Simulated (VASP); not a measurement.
Runs of VASP 6.6.1 on Na2C. The structure is that of space group P6/mmm (No. 191), or close to it. The cells are those of the table. 

| task | spin | cell | k mesh | cutoff (eV) | gap on the mesh (eV) | pressure (GPa) | moment (μB) | relaxed volume (Å³/atom) |
| --- | --- | --- | --- | --- | --- | --- | --- | --- |
| single point | collinear | a = 4.324, b = 4.324, c = 2.974 Å, angles 90.0, 90.0, 120.0°, 3 atoms | 6 × 6 × 4 | 520 | none | 0.2 | 1.40 | - |
| relaxation of cell and atoms | collinear | relaxed from a = 3.663, b = 3.663, c = 3.955 Å, angles 90.0, 90.0, 120.0°, 3 atoms | 6 × 6 × 4 | 600 | none | 0.0 | 1.40 | 16.07 |
| single point | off | a = 4.349, b = 4.349, c = 2.745 Å, angles 90.0, 90.0, 120.0°, 3 atoms | 12 × 12 × 16 | 520 | none | (a) | - | - |
| relaxation of cell and atoms | off | relaxed from a = 4.320, b = 4.320, c = 2.797 Å, angles 90.0, 90.0, 120.0°, 3 atoms | 12 × 12 × 16 | 600 | none | -0.1 | - | 15.05 |

Alike in all rows: level PBE; potentials or basis VASP PAW PBE potentials, release 64 (Na_pv, C); smearing gaussian 0.1 eV.

Task: Estimate the missing entries.

Result: (a) 0.1.

Caveats: some runs use coarse meshes; a cell axis changed by over 15 % at a fixed basis, so the end point is rough (at least some runs).

A gap of «none» marks levels without a gap at the run's occupations.
